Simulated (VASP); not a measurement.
# YTl2OsC6N6 (Fm-3m) in VASP: relaxation of cell and atoms with PBE

Aim: the relaxation of cell and atoms of YTl2OsC6N6 with PBE.

All numbers are computed with VASP 6.6.1; they aren't measurements. Logs are shortened: lines on timing, memory, paths and dates and some standing lists are left out, and cuts for length are marked.

### Step 1. The cell of the first run

It takes space group Fm-3m (No. 225, cubic). The conventional cell has a = 10.552 Å, b = 10.552 Å, c = 10.552 Å, α = 90.00°, β = 90.00°, γ = 90.00°. Y (site symmetry m-3m) has 6 N at 2.21 Å within 2.9 Å. Within 4.9 Å of Tl (site symmetry -43m) lie 12 N at 3.76 Å and 12 C at 3.80 Å and 4 Y at 4.57 Å and 4 Os at 4.57 Å. Os (site symmetry m-3m) has 6 C at 1.90 Å within 2.5 Å. C (site symmetry 4mm) has 1 N at 1.17 Å within 1.6 Å. Within 1.6 Å of N (site symmetry 4mm) lie 1 C at 1.17 Å.

### Step 2. Relaxation of cell and atoms, PBE, collinear spin

File INCAR:

```
SYSTEM = YTl2OsC6N6
  PREC = Accurate
  ENCUT = 600
  EDIFF = 1E-7
  ISMEAR = 0
  SIGMA = 0.1
  LREAL = Auto
  LASPH = .True.
  NELM = 150
  ALGO = Normal
  ISIF = 3
  LWAVE = .False.
  LCHARG = .False.
  ISPIN = 2
  MAGMOM = 0 0 0 1 0 0 0 0 0 0 0 0 0 0 0 0
  LORBIT = 11
  LMAXMIX = 4
  GGA = PE
  IBRION = 2
  NSW = 90
  EDIFFG = -0.04
  KPAR = 4
```

File KPOINTS:

```
regular mesh
0
Gamma
  4 4 4
  0 0 0
```

File POSCAR:

```
YTl2OsC6N6
1.0
    0.0000000000      5.2760000000      5.2760000000
    5.2760000000      0.0000000000      5.2760000000
    5.2760000000      5.2760000000      0.0000000000
Y Tl Os C N
1 2 1 6 6
Direct
    0.5000000000      0.5000000000      0.5000000000
    0.2500000000      0.2500000000      0.2500000000
    0.7500000000      0.7500000000      0.7500000000
    0.0000000000      0.0000000000      0.0000000000
    0.8203184200      0.1796815800      0.1796815800
    0.1796815800      0.8203184200      0.1796815800
    0.1796815800      0.1796815800      0.8203184200
    0.1796815800      0.8203184200      0.8203184200
    0.8203184200      0.1796815800      0.8203184200
    0.8203184200      0.8203184200      0.1796815800
    0.7094389700      0.2905610300      0.2905610300
    0.2905610300      0.7094389700      0.2905610300
    0.2905610300      0.2905610300      0.7094389700
    0.2905610300      0.7094389700      0.7094389700
    0.7094389700      0.2905610300      0.7094389700
    0.7094389700      0.7094389700      0.2905610300
```

Potentials or basis: VASP PAW PBE potentials, release 64 (Y_sv, Tl_d, Os, C, N).

Run with:

```bash
$ cat potpaw_PBE.64/Y_sv/POTCAR potpaw_PBE.64/Tl_d/POTCAR potpaw_PBE.64/Os/POTCAR potpaw_PBE.64/C/POTCAR potpaw_PBE.64/N/POTCAR > POTCAR
$ mpirun -np 4 vasp_std > vasp.out
```

OUTCAR:

```text
SYSTEM = YTl2OsC6N6
   PREC = Accurate
   ENCUT = 600
   EDIFF = 1E-7
   ISMEAR = 0
   LREAL = Auto
   LASPH = .True.
   NELM = 150
   ISIF = 3
   ISPIN = 2
   LORBIT = 11
   GGA = PE
   IBRION = 2
   NSW = 90
   EDIFFG = -0.04

 ion  position               nearest neighbor table
   1  0.500  0.500  0.500-  11 2.21  12 2.21  13 2.21  14 2.21  15 2.21  16 2.21
   2  0.250  0.250  0.250-
   3  0.750  0.750  0.750-
   4  0.000  0.000  0.000-   5 1.90   6 1.90   7 1.90   8 1.90   9 1.90  10 1.90
   5  0.820  0.180  0.180-  11 1.17   4 1.90
   6  0.180  0.820  0.180-  12 1.17   4 1.90
   7  0.180  0.180  0.820-  13 1.17   4 1.90
   8  0.180  0.820  0.820-  14 1.17   4 1.90
   9  0.820  0.180  0.820-  15 1.17   4 1.90
  10  0.820  0.820  0.180-  16 1.17   4 1.90
  11  0.709  0.291  0.291-   5 1.17   1 2.21
  12  0.291  0.709  0.291-   6 1.17   1 2.21
  13  0.291  0.291  0.709-   7 1.17   1 2.21
  14  0.291  0.709  0.709-   8 1.17   1 2.21
  15  0.709  0.291  0.709-   9 1.17   1 2.21
  16  0.709  0.709  0.291-  10 1.17   1 2.21

  LATTYP: Found a face centered cubic cell.
 ALAT       =    10.5520000000

  Lattice vectors:

 A1 = (   0.0000000000,   5.2760000000,   5.2760000000)
 A2 = (   5.2760000000,   0.0000000000,   5.2760000000)
 A3 = (   5.2760000000,   5.2760000000,   0.0000000000)

Analysis of symmetry for initial positions (statically):
=====================================================================
 Subroutine PRICEL returns:
 Original cell was already a primitive cell.

 Routine SETGRP: Setting up the symmetry group for a
 face centered cubic supercell.

 Subroutine GETGRP returns: Found 48 space group operations
 (whereof 48 operations were pure point group operations)
 out of a pool of 48 trial point group operations.

The static configuration has the point symmetry O_h .

Analysis of symmetry for dynamics (positions and initial velocities):
=====================================================================
 Subroutine PRICEL returns:
 Original cell was already a primitive cell.

 Routine SETGRP: Setting up the symmetry group for a
 face centered cubic supercell.

 Subroutine GETGRP returns: Found 48 space group operations
[... 164 lines left out ...]
 maximum number of plane-waves:      9841
   NGX = 29   NGY = 29   NGZ = 29

--------------------------------------- Ionic step        1  -------------------------------------------

 number of electron      99.0000001 magnetization      -0.0387512

 number of electron      99.0000001 magnetization       0.0074721

 Free energy of the ion-electron system (eV)
  ---------------------------------------------------
  ext. energy  EPLUGINS =         0.00000000
  ---------------------------------------------------
  free energy    TOTEN  =      -126.75772892 eV

  energy without entropy =     -126.71525696  energy(sigma->0) =     -126.73649294

------------------------ aborting loop because EDIFF is reached ----------------------------------------

  FORCE on cell =-STRESS in cart. coord.  units (eV):
  Direction    XX          YY          ZZ          XY          YZ          ZX
  --------------------------------------------------------------------------------------
  -------------------------------------------------------------------------------------
  Total       27.1637213     27.1637213     27.1637213     -0.0000000      0.0000000     -0.0000000
  in kB      148.1683661    148.1683661    148.1683661     -0.0000000      0.0000000     -0.0000000
  external PRESSURE =     148.1683661 kB  Pullay stress =       0.0000000 kB
[... 131 lines left out ...]
  FREE ENERGIE OF THE ION-ELECTRON SYSTEM (eV)
  ---------------------------------------------------
  free  energy   TOTEN  =      -128.6582273602 eV

  energy  without entropy=     -128.6150232637  energy(sigma->0) =     -128.63662531

[... ionic steps 4 to 9 ...]

--------------------------------------- Ionic step       10  -------------------------------------------

 number of electron      98.9999994 magnetization      -0.0000756

------------------------ aborting loop because EDIFF is reached ----------------------------------------
[... 95 lines left out ...]
--------------------------------------- Ionic step       12  -------------------------------------------

 number of electron      98.9999994 magnetization      -0.0000438

 Free energy of the ion-electron system (eV)
  ---------------------------------------------------
  ext. energy  EPLUGINS =         0.00000000
  ---------------------------------------------------
  free energy    TOTEN  =      -128.82562234 eV

  energy without entropy =     -128.78020096  energy(sigma->0) =     -128.80291165

 E-fermi :   3.0519     XC(G=0):  -7.8785

 val. band max:        3.0504707960   @ k =  -0.2500   0.5000   0.2500
 cond. band min:       3.1161529067   @ k =  -0.2500   0.2500   0.0000
 fundamental gap:      0.0656821107
 Fermi energy:         3.0518922868

 spin component 1

 k-point     1 :       0.0000    0.0000    0.0000
  band No.  band energies     occupation
      1     -41.1085      1.00000
      2     -21.1967      1.00000
      3     -21.1967      1.00000
      4     -21.1967      1.00000
      5     -16.9315      1.00000
      6     -16.7779      1.00000
[... 493 lines left out ...]
     59       4.8235      0.00000
     60       4.8401      0.00000
 Fermi energy:         3.0518922868

 spin component 2

 k-point     1 :       0.0000    0.0000    0.0000
  band No.  band energies     occupation
      1     -41.1085      1.00000
      2     -21.1967      1.00000
      3     -21.1967      1.00000
      4     -21.1967      1.00000
      5     -16.9315      1.00000
      6     -16.7779      1.00000
[... 536 lines left out ...]
  FREE ENERGIE OF THE ION-ELECTRON SYSTEM (eV)
  ---------------------------------------------------
  free  energy   TOTEN  =      -128.8256223383 eV

  energy  without entropy=     -128.7802009649  energy(sigma->0) =     -128.80291165

 reached required accuracy - stopping structural energy minimisation

 total charge

# of ion       s       p       d       f       tot
--------------------------------------------------
    1        2.167   6.462   0.822   0.108   9.559
    2        1.298   0.121   9.659   0.000  11.078
    3        1.298   0.121   9.659   0.000  11.078
    4        0.666   1.065   6.254   0.000   7.985
    5        0.952   1.618   0.000   0.000   2.570
    6        0.952   1.618   0.000   0.000   2.570
[... 8 lines left out ...]
   15        1.300   2.595   0.000   0.000   3.895
   16        1.300   2.595   0.000   0.000   3.895
--------------------------------------------------
tot         18.943  33.043  26.393   0.108  78.488

 magnetization (x)

# of ion       s       p       d       f       tot
--------------------------------------------------
    1       -0.000  -0.000  -0.000  -0.000  -0.000
    2        0.000  -0.000   0.000   0.000  -0.000
    3        0.000  -0.000   0.000   0.000  -0.000
    4       -0.000  -0.000  -0.000   0.000  -0.000
    5       -0.000  -0.000   0.000   0.000  -0.000
    6       -0.000  -0.000   0.000   0.000  -0.000
[... 8 lines left out ...]
   15       -0.000  -0.000   0.000   0.000  -0.000
   16       -0.000  -0.000   0.000   0.000  -0.000
--------------------------------------------------
tot         -0.000  -0.000  -0.000  -0.000  -0.000
```

OSZICAR:

```text
N       E                     dE             d eps       ncg     rms          rms(c)
DAV:   1     0.731284693182E+03    0.73128E+03   -0.52779E+04  1928   0.168E+03
[... 161 lines left out ...]
DAV:   4    -0.128825629918E+03    0.20763E-04   -0.19764E-04  2936   0.388E-02    0.776E-02
DAV:   5    -0.128825629201E+03    0.71771E-06   -0.64241E-05  2888   0.272E-02    0.421E-02
DAV:   6    -0.128825623510E+03    0.56904E-05   -0.41007E-05  2784   0.191E-02    0.537E-03
DAV:   7    -0.128825622801E+03    0.70946E-06   -0.34715E-06  2924   0.650E-03    0.310E-03
DAV:   8    -0.128825622496E+03    0.30527E-06   -0.44341E-07  2328   0.215E-03    0.137E-03
DAV:   9    -0.128825622370E+03    0.12572E-06   -0.10387E-07  1200   0.132E-03    0.110E-03
DAV:  10    -0.128825622338E+03    0.31619E-07   -0.29714E-08  1032   0.694E-04
  12 F= -.12882562E+03 E0= -.12880291E+03  d E =-.116415E-03  mag=    -0.0000
```

Wall time 27 min (4 MPI ranks of AMD EPYC 9R45 (Zen 5), shared host); peak memory 0.91 GiB.

Results:

| Item | Value |
| --- | --- |
| Free energy | -128.8256 eV |
| Relaxed volume | 21.44 Å³/atom |
| Relaxed cell | a = 7.858 Å, b = 7.858 Å, c = 7.858 Å, α = 60.00°, β = 60.00°, γ = 60.00° |
| Space group after relaxing (to 0.1 Å) | Fm-3m (No. 225) |
| Energy gained by relaxing | 129.2 meV/atom |
| Ionic steps | 12 |
| Pressure after relaxing | -0.1 GPa |
| Largest force after relaxing | 0.040 eV/Å |
| Net moment | 0.00 μB per cell |
| Valence electrons inside the program's atomic spheres | Y 9.56; Tl 11.08; Os 7.99; C 2.57; N 3.90 |

Forces in eV/Å, atoms in the order of the input:
```
Y    0.000  0.000  0.000
Tl   0.000  0.000  0.000
Tl   0.000  0.000  0.000
Os   0.000  0.000  0.000
C   -0.040  0.000  0.000
C    0.000 -0.040  0.000
C    0.000  0.000 -0.040
C    0.040  0.000  0.000
C    0.000  0.040  0.000
C    0.000  0.000  0.040
N    0.018  0.000  0.000
N    0.000  0.018  0.000
N    0.000  0.000  0.018
N   -0.018  0.000  0.000
N    0.000 -0.018  0.000
N    0.000  0.000 -0.018
```

The path:
| step | energy change (eV) | largest force (eV/Å) | pressure (GPa) | volume (Å³) |
| --- | --- | --- | --- | --- |
| 1 | 0.0000 | 1.9543 | 14.82 | 293.73 |
| 2 | -1.0215 | 3.6473 | -2.93 | 371.97 |
| 3 | -1.9005 | 2.1642 | 2.41 | 334.92 |
| 4 | 3.4706 | 9.6490 | -12.10 | 370.00 |
| 5 | -1.9880 | 0.9311 | -0.20 | 338.41 |
| 6 | -1.9931 | 0.6082 | 0.21 | 337.76 |
| 7 | -1.9934 | 0.5194 | 0.28 | 337.58 |
| 8 | -2.0494 | 0.2746 | 0.05 | 340.38 |
| 9 | -2.0675 | 0.0682 | -0.13 | 342.90 |
| 10 | -2.0678 | 0.0431 | -0.15 | 343.22 |
| 11 | -2.0649 | 0.3425 | 0.35 | 342.27 |
| 12 | -2.0679 | 0.0399 | -0.07 | 343.06 |

Final structure:
```
CELL_PARAMETERS angstrom
0.00000 5.55622 5.55622
5.55622 0.00000 5.55622
5.55622 5.55622 0.00000
ATOMIC_POSITIONS crystal
Y 0.50000 0.50000 0.50000
Tl 0.25000 0.25000 0.25000
Tl 0.75000 0.75000 0.75000
Os 0.00000 0.00000 0.00000
C 0.81810 0.18190 0.18190
C 0.18190 0.81810 0.18190
C 0.18190 0.18190 0.81810
C 0.18190 0.81810 0.81810
C 0.81810 0.18190 0.81810
C 0.81810 0.81810 0.18190
N 0.71168 0.28832 0.28832
N 0.28832 0.71168 0.28832
N 0.28832 0.28832 0.71168
N 0.28832 0.71168 0.71168
N 0.71168 0.28832 0.71168
N 0.71168 0.71168 0.28832
```

Caveat: the volume moved by over 15 % at a fixed basis, so the end points are rough; spin-orbit coupling is left out, which moves the levels of the heavy elements.
